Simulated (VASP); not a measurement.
# InP (I4mm) in VASP: further runs

The runs below take InP through single point, with PBE.

Program: VASP 6.6.1. These are calculated values, not measurements. Logs are shortened: lines on timing, memory, paths and dates and some standing lists are left out, and cuts for length are marked.

## Step 1: The cell of the first run

It takes space group I4mm (No. 107, tetragonal). The conventional cell has a = 3.918 Å, b = 3.918 Å, c = 5.540 Å, α = 90.00°, β = 90.00°, γ = 90.00°. In (site symmetry 4mm) has 6 P at 2.59 to 2.95 Å within 3.4 Å. Within 3.4 Å of P (site symmetry 4mm) lie 6 In at 2.59 to 2.95 Å.

## Step 2: Single point, PBE (mode 4 frozen in at -0.141 Å, normal strain along x +0.0000)

Contents of INCAR:

```
PREC = Accurate
ENCUT = 520
EDIFF = 1E-6
ISMEAR = 0
SIGMA = 0.15
LREAL = False
LASPH = True
NELM = 60
ALGO = Normal
ISIF = 2
LWAVE = False
LCHARG = False
GGA = PE
NBANDS = 16
```

Contents of KPOINTS:

```
regular mesh
0
Gamma
  14 14 14
```

Contents of POSCAR:

```
InP
1.0
    0.0000000000      2.7701982124      2.7701982124
    2.7701982124      0.0000000000      2.7701982124
    2.7701982124      2.7701982124      0.0000000000
In P
1 1
Direct
   -0.0068507361      0.0068507361      0.0068507361
    0.5253952947      0.4746047053      0.4746047053
```

Potentials or basis: VASP PAW PBE potentials, release 64 (In_d, P).

Launch:

```sh
> cat potpaw_PBE.64/In_d/POTCAR potpaw_PBE.64/P/POTCAR > POTCAR
> mpirun -np 1 vasp_std > vasp.out
```

OUTCAR:

```text
PREC = Accurate
   ENCUT = 520
   EDIFF = 1E-6
   ISMEAR = 0
   LREAL = False
   LASPH = True
   NELM = 60
   ISIF = 2
   GGA = PE

 ion  position               nearest neighbor table
   1  0.993  0.007  0.007-   2 2.59   2 2.78   2 2.78   2 2.78   2 2.78   2 2.95
   2  0.525  0.475  0.475-   1 2.59   1 2.78   1 2.78   1 2.78   1 2.78   1 2.95

  LATTYP: Found a face centered cubic cell.
 ALAT       =     5.5403964248

  Lattice vectors:

 A1 = (   0.0000000000,   2.7701982124,   2.7701982124)
 A2 = (   2.7701982124,   0.0000000000,   2.7701982124)
 A3 = (   2.7701982124,   2.7701982124,   0.0000000000)

Analysis of symmetry for initial positions (statically):
=====================================================================
 Subroutine PRICEL returns:
 Original cell was already a primitive cell.

 Routine SETGRP: Setting up the symmetry group for a
 face centered cubic supercell.

 Subroutine GETGRP returns: Found  8 space group operations
 (whereof  8 operations were pure point group operations)
 out of a pool of 48 trial point group operations.

The static configuration has the point symmetry C_4v.

Analysis of symmetry for dynamics (positions and initial velocities):
=====================================================================
 Subroutine PRICEL returns:
 Original cell was already a primitive cell.

 Routine SETGRP: Setting up the symmetry group for a
 face centered cubic supercell.

 Subroutine GETGRP returns: Found  8 space group operations
 (whereof  8 operations were pure point group operations)
 out of a pool of 48 trial point group operations.

The dynamic configuration has the point symmetry C_4v.

 Subroutine INISYM returns: Found  8 space group operations
 (whereof  8 operations are pure point group operations),
 and found     1 'primitive' translations

----------------------------------------------------------------------------------------

                                     Primitive cell

  volume of cell :      42.5170

  direct lattice vectors                    reciprocal lattice vectors
     0.000000000  2.770198212  2.770198212    -0.180492500  0.180492500  0.180492500
     2.770198212  0.000000000  2.770198212     0.180492500 -0.180492500  0.180492500
     2.770198212  2.770198212  0.000000000     0.180492500  0.180492500 -0.180492500

  length of vectors
     3.917651882  3.917651882  3.917651882     0.312622180  0.312622180  0.312622180

  position of ions in fractional coordinates (direct lattice)
     0.993149264  0.006850736  0.006850736
     0.525395295  0.474604705  0.474604705

  ion indices of the primitive-cell ions
   primitive index   ion index
                 1           1
                 2           2

----------------------------------------------------------------------------------------

 KPOINTS: regular mesh

Automatic generation of k-mesh.
 Grid dimensions read from file:
 generate k-points for:   14   14   14

 Generating k-lattice:

  Cartesian coordinates                     Fractional coordinates (reciprocal lattice)
    -0.012892321  0.012892321  0.012892321     0.071428571  0.000000000  0.000000000
     0.012892321 -0.012892321  0.012892321     0.000000000  0.071428571  0.000000000
     0.012892321  0.012892321 -0.012892321     0.000000000  0.000000000  0.071428571

  Length of vectors
     0.022330156  0.022330156  0.022330156

  Shift w.r.t. Gamma in fractional coordinates (k-lattice)
     0.000000000  0.000000000  0.000000000

 Subroutine IBZKPT returns following result:
 ===========================================

 Found    244 irreducible k-points:

 Following reciprocal coordinates:
            Coordinates               Weight
  0.000000  0.000000  0.000000      1.000000
  0.071429  0.000000  0.000000      8.000000
  0.142857  0.000000  0.000000      8.000000
  0.214286  0.000000  0.000000      8.000000
  0.285714  0.000000  0.000000      8.000000
  0.357143  0.000000  0.000000      8.000000
[... 16 lines left out ...]
 -0.428571  0.071429  0.000000     16.000000
  0.000000 -0.428571  0.071429      8.000000
 [... further k-points ...]
   k-points           NKPTS =    244   k-points in BZ     NKDIM =    244   number of bands    NBANDS=     16
   number of dos      NEDOS =    301   number of ions     NIONS =      2
   total plane-waves  NPLWV =  27000
   dimension x,y,z NGX =    30 NGY =   30 NGZ =   30
   dimension x,y,z NGXF=    60 NGYF=   60 NGZF=   60
   ions per type =               1   1
   NGX,Y,Z   is equivalent  to a cutoff of  12.73, 12.73, 12.73 a.u.
   NGXF,Y,Z  is equivalent  to a cutoff of  25.46, 25.46, 25.46 a.u.
 SYSTEM =  unknown system
   PREC   = accura    normal or accurate (medium, high low for compatibility)
   ISTART =      0    job   : 0-new  1-cont  2-samecut
   ICHARG =      2    charge: 1-file 2-atom 10-const
   ISPIN  =      1    spin polarized calculation?
   LNONCOLLINEAR =      F non collinear calculations
   LSORBIT =      F    spin-orbit coupling
   LASPH  =      T    aspherical Exc in radial PAW
   ENCUT  =  520.0 eV  38.22 Ry    6.18 a.u.   7.28  7.28  7.28*2*pi/ulx,y,z
   NELM   =     60;   NELMIN=  2; NELMDL= -5     # of ELM steps
   EDIFF  = 0.1E-05   stopping-criterion for ELM
   LREAL  =      F    real-space projection
   EDIFFG = 0.1E-04   stopping-criterion for IOM
   NSW    =      0    number of steps for IOM
   IBRION =     -1    ionic relax: 0-MD 1-quasi-New 2-CG
   NFREE  =      0    steps in history (QN), initial steepest desc. (CG)
   ISIF   =      2    stress and relaxation
   ISYM   =      2    0-nonsym 1-usesym 2-fastsym
   POTIM  = 0.5000    time-step for ionic-motion
   TEBEG  =    0.0;   TEEND  =   0.0 temperature during run
   PSTRESS=    0.0 pullay stress
   NELECT =      18.0000    total number of electrons
   NUPDOWN=      -1.0000    fix difference up-down
   EMIN   =  10.00;   EMAX   =-10.00  energy-range for DOS
   EFERMI =   0.00;   METHOD = LEGACY
   ISMEAR =     0;   SIGMA  =   0.15  broadening in eV -4-tet -1-fermi 0-gaus
   EFERMI_NEDOS =   21; number of points for ismear=-14 and -15
   IALGO  =     38    algorithm
   IMIX   =      4    mixing-type and parameters
     AMIX     =   0.40;   BMIX     =  1.00
     AMIX_MAG =   1.60;   BMIX_MAG =  1.00
  volume/ion in A,a.u.               =      21.26       143.46
  Fermi-wavevector in a.u.,A,eV,Ry     =   1.229263  2.322970 20.559595  1.511088
  Thomas-Fermi vector in A             =   2.364157
   LORBIT       =      0    0 simple, 1 ext, 2 COOP (PROOUT), +10 PAW based schemes
   GGA     = PE    functional components
   LHFCALC =     F    Hartree Fock is set to
   AEXX    =    0.0000 exact exchange contribution
   IVDW    =     0    specifies the selected vdW correction
   LEPSILON=     F    determine dielectric tensor
   LRPA    =     F    only Hartree local field effects (RPA)
 non-spin polarized calculation
 Gauss-broadening in eV      SIGMA  =   0.15
  energy-cutoff  :      520.00
  volume of cell :       42.52
 maximum number of plane-waves:      1163
 NGX is ok and might be reduce to    30
   NGX = 15   NGY = 15   NGZ = 15

 number of electron      17.9999997 magnetization

 Free energy of the ion-electron system (eV)
  ---------------------------------------------------
  ext. energy  EPLUGINS =         0.00000000
  ---------------------------------------------------
  free energy    TOTEN  =        -7.88467279 eV

  energy without entropy =       -7.87080500  energy(sigma->0) =       -7.87773890

 E-fermi :   6.9792     XC(G=0): -10.3828

 val. band max:        6.9775103359   @ k =  -0.1429   0.2143   0.0714
 cond. band min:       6.9830020124   @ k =   0.3571   0.0714   0.5000
 fundamental gap:      0.0054916764
 Fermi energy:         6.9792000853

 k-point     1 :       0.0000    0.0000    0.0000
  band No.  band energies     occupation
      1      -7.2188      2.00000
      2      -7.1946      2.00000
      3      -7.1833      2.00000
      4      -7.1833      2.00000
      5      -7.1766      2.00000
      6      -5.0010      2.00000
[... 8 lines left out ...]
     15      15.7342      0.00000
     16      15.7342      0.00000

 k-point     2 :       0.0714    0.0000    0.0000
  band No.  band energies     occupation
      1      -7.2215      2.00000
      2      -7.1971      2.00000
      3      -7.1825      2.00000
      4      -7.1797      2.00000
      5      -7.1743      2.00000
      6      -4.9370      2.00000
[... 8 lines left out ...]
     15      15.1763      0.00000
     16      15.6122      0.00000

 k-point     3 :       0.1429    0.0000    0.0000
  band No.  band energies     occupation
      1      -7.2299      2.00000
      2      -7.2054      2.00000
      3      -7.1820      2.00000
      4      -7.1683      2.00000
      5      -7.1653      2.00000
      6      -4.7469      2.00000
[... 8 lines left out ...]
     15      14.9933      0.00000
     16      15.4515      0.00000

 k-point     4 :       0.2143    0.0000    0.0000
  band No.  band energies     occupation
      1      -7.2430      2.00000
      2      -7.2180      2.00000
      3      -7.1833      2.00000
      4      -7.1513      2.00000
      5      -7.1499      2.00000
      6      -4.4380      2.00000
[... 8 lines left out ...]
     15      15.4200      0.00000
     16      15.5417      0.00000

 k-point     5 :       0.2857    0.0000    0.0000
  band No.  band energies     occupation
      1      -7.2579      2.00000
      2      -7.2320      2.00000
      3      -7.1859      2.00000
      4      -7.1320      2.00000
      5      -7.1317      2.00000
      6      -4.0277      2.00000
[... 8 lines left out ...]
     15      16.1288      0.00000
     16      16.1424      0.00000

 k-point     6 :       0.3571    0.0000    0.0000
  band No.  band energies     occupation
      1      -7.2713      2.00000
      2      -7.2446      2.00000
      3      -7.1889      2.00000
      4      -7.1150      2.00000
      5      -7.1146      2.00000
      6      -3.5566      2.00000
[... 8 lines left out ...]
     15      16.9903      0.00000
     16      16.9973      0.00000

 k-point     7 :       0.4286    0.0000    0.0000
  band No.  band energies     occupation
      1      -7.2805      2.00000
      2      -7.2534      2.00000
      3      -7.1913      2.00000
      4      -7.1032      2.00000
      5      -7.1025      2.00000
      6      -3.1224      2.00000
[... 8 lines left out ...]
     15      17.8715      0.00000
     16      17.8796      0.00000

 k-point     8 :       0.5000    0.0000    0.0000
  band No.  band energies     occupation
      1      -7.2838      2.00000
      2      -7.2565      2.00000
      3      -7.1922      2.00000
      4      -7.0990      2.00000
      5      -7.0981      2.00000
      6      -2.9267      2.00000
[... 8 lines left out ...]
     15      18.3421      0.00000
     16      18.3628      0.00000

 k-point     9 :       0.0714    0.0714    0.0000
  band No.  band energies     occupation
      1      -7.2214      2.00000
      2      -7.1988      2.00000
      3      -7.1861      2.00000
      4      -7.1776      2.00000
      5      -7.1714      2.00000
      6      -4.9147      2.00000
[... 8 lines left out ...]
     15      15.7860      0.00000
     16      16.0621      0.00000
[... 172 lines left out ...]
 k-point    19 :       0.4286    0.0714    0.0000
  band No.  band energies     occupation
      1      -7.2834      2.00000
      2      -7.2522      2.00000
      3      -7.1879      2.00000
      4      -7.1140      2.00000
      5      -7.1018      2.00000
      6      -3.1901      2.00000
[... 8 lines left out ...]
     15      18.0562      0.00000
     16      18.1606      0.00000

 k-point    20 :       0.0000    0.4286    0.0714
  band No.  band energies     occupation
      1      -7.2925      2.00000
      2      -7.2431      2.00000
      3      -7.1878      2.00000
      4      -7.1138      2.00000
      5      -7.1012      2.00000
      6      -3.1896      2.00000
[... 8 lines left out ...]
     15      18.0628      0.00000
     16      18.1416      0.00000

 k-point    21 :       0.5000    0.0714    0.0000
  band No.  band energies     occupation
      1      -7.2880      2.00000
      2      -7.2578      2.00000
      3      -7.1886      2.00000
      4      -7.1052      2.00000
      5      -7.0978      2.00000
      6      -2.8895      2.00000
[... 8 lines left out ...]
     15      18.3661      0.00000
     16      18.9662      0.00000

 k-point    22 :       0.0000    0.5000    0.0714
  band No.  band energies     occupation
      1      -7.2952      2.00000
      2      -7.2507      2.00000
      3      -7.1886      2.00000
      4      -7.1053      2.00000
      5      -7.0973      2.00000
      6      -2.8883      2.00000
[... 8 lines left out ...]
     15      18.3925      0.00000
     16      18.8999      0.00000

 k-point    23 :      -0.4286    0.0714    0.0000
  band No.  band energies     occupation
      1      -7.2865      2.00000
      2      -7.2568      2.00000
      3      -7.1882      2.00000
      4      -7.1038      2.00000
      5      -7.1021      2.00000
      6      -2.9580      2.00000
[... 8 lines left out ...]
     15      17.7301      0.00000
     16      18.9949      0.00000

 k-point    24 :       0.0000   -0.4286    0.0714
  band No.  band energies     occupation
      1      -7.2909      2.00000
      2      -7.2525      2.00000
      3      -7.1882      2.00000
      4      -7.1040      2.00000
      5      -7.1020      2.00000
      6      -2.9566      2.00000
[... 8 lines left out ...]
     15      17.7374      0.00000
     16      18.9800      0.00000

 [... further k-points ...]
[... 5 lines left out ...]
  --------------------------------------------------------------------------------------
  -------------------------------------------------------------------------------------
  Total        0.9289561     -0.1209194     -0.1209194     -0.0000000      0.0000000     -0.0000000
  in kB       35.0060627     -4.5566327     -4.5566327     -0.0000000      0.0000000     -0.0000000
  external PRESSURE =       8.6309324 kB  Pullay stress =       0.0000000 kB

 VOLUME and BASIS-vectors are now :
 -----------------------------------------------------------------------------
  energy-cutoff  :      520.00
  volume of cell :       42.52
      direct lattice vectors                 reciprocal lattice vectors
     0.000000000  2.770198212  2.770198212    -0.180492500  0.180492500  0.180492500
     2.770198212  0.000000000  2.770198212     0.180492500 -0.180492500  0.180492500
     2.770198212  2.770198212  0.000000000     0.180492500  0.180492500 -0.180492500

 POSITION                                       TOTAL-FORCE (eV/Angst)
 -----------------------------------------------------------------------------------
      0.03796      2.77020      2.77020        -0.461743      0.000000      0.000000
      2.62950      2.77020      2.77020         0.461743      0.000000      0.000000
 -----------------------------------------------------------------------------------
    total drift:                                0.000556     -0.000000     -0.000000

  FREE ENERGIE OF THE ION-ELECTRON SYSTEM (eV)
  ---------------------------------------------------
  free  energy   TOTEN  =        -7.8846727895 eV

  energy  without entropy=       -7.8708050011  energy(sigma->0) =       -7.87773890
```

Run time: 87 s. Hardware: 1 thread of Intel Xeon 6975P-C (Granite Rapids), shared host; peak memory 0.29 GiB.

Results:

* Free energy: -7.8847 eV
* Pressure: 0.9 GPa
* Largest force: 0.462 eV/Å
* Band gap on the k mesh: zero (band 9 reaches 7.32 eV, above the bottom of band 10 at 4.69 eV)

Forces in eV/Å, atoms in the order of the input:
```
In  -0.462  0.000  0.000
P    0.462  0.000  0.000
```

Levels at points of the mesh, in eV from the Fermi level:
```tsv
k point	band 6	band 7	band 8	band 9	band 10	band 11	band 12	band 13
(0.00, 0.00, 0.00)	-11.98	-0.27	-0.20	-0.20	0.56	6.88	6.88	7.12
(0.50, 0.00, 0.00)	-9.91	-6.57	0.07	0.16	2.55	3.48	3.60	5.22
(0.50, 0.50, 0.00)	-8.83	-4.89	-2.62	-2.24	-2.11	3.78	9.97	10.03
(0.00, 0.50, 0.50)	-8.79	-5.05	-2.31	-2.29	-2.29	3.89	9.92	9.92
```

Caveat: the cell differs from its parent crystal (mode 4 frozen in at -0.141 Å, normal strain along x +0.0000); spin-orbit coupling is left out, which moves the levels of the heavy elements.

## Step 3: Single point, PBE (mode 4 frozen in at -0.422 Å, normal strain along x +0.0000)

Contents of INCAR:

```
SYSTEM = InP
PREC = Accurate
ENCUT = 520
EDIFF = 1E-6
ISMEAR = 0
SIGMA = 0.15
LREAL = .FALSE.
LASPH = .TRUE.
NELM = 100
ALGO = Normal
ISIF = 2
LWAVE = .FALSE.
LCHARG = .TRUE.
GGA = PE
LELF = .TRUE.
LVHAR = .TRUE.
NBANDS = 16
```

Contents of KPOINTS:

```
regular mesh
0
G
  14 14 14
  0 0 0
```

Contents of POSCAR:

```
InP
1.0
    0.0000000000      2.7701982124      2.7701982124
    2.7701982124      0.0000000000      2.7701982124
    2.7701982124      2.7701982124      0.0000000000
In P
1 1
Direct
   -0.0205473392      0.0205473392      0.0205473392
    0.5761678349      0.4238321651      0.4238321651
```

Potentials or basis: VASP PAW PBE potentials, release 64 (In_d, P).

Launch:

```sh
> cat potpaw_PBE.64/In_d/POTCAR potpaw_PBE.64/P/POTCAR > POTCAR
> mpirun -np 1 vasp_std > vasp.out
```

Run time: 80 s. Hardware: 1 thread of Intel Xeon 6975P-C (Granite Rapids), shared host; peak memory 0.28 GiB.

The run converged. Its results:

```yaml
Free_energy: -7.2739 eV
Pressure: 9.9 GPa
Largest_force: 3.834 eV/Å
Band_gap_on_the_k_mesh: zero (band 9 reaches 7.36 eV, above the bottom of band 10 at 5.39 eV)
```

Forces in eV/Å, atoms in the order of the input:
```
In  -3.834  0.000  0.000
P    3.834  0.000  0.000
```

Stress tensor (GPa, compression positive):
```
35.28  0.00  0.00
 0.00 -2.83  0.00
 0.00  0.00 -2.83
```

Levels at points of the mesh, in eV from the Fermi level:
```
           k point  band 7  band 8  band 9  band 10  band 11  band 12
(0.00, 0.00, 0.00)   -0.41    0.10    0.10     0.61     5.74     5.74
(0.50, 0.00, 0.00)   -6.47   -0.45    0.00     2.50     3.72     4.54
(0.50, 0.50, 0.00)   -4.88   -2.92   -1.85    -1.58     3.04    10.18
(0.00, 0.50, 0.50)   -5.83   -2.30   -2.30    -1.46     3.90    10.11
```

Caveat: the cell differs from its parent crystal (mode 4 frozen in at -0.422 Å, normal strain along x +0.0000); spin-orbit coupling is left out, which moves the levels of the heavy elements; forces of over 1 eV/Å act on the atoms, so gaps and moduli don't describe the material at rest.
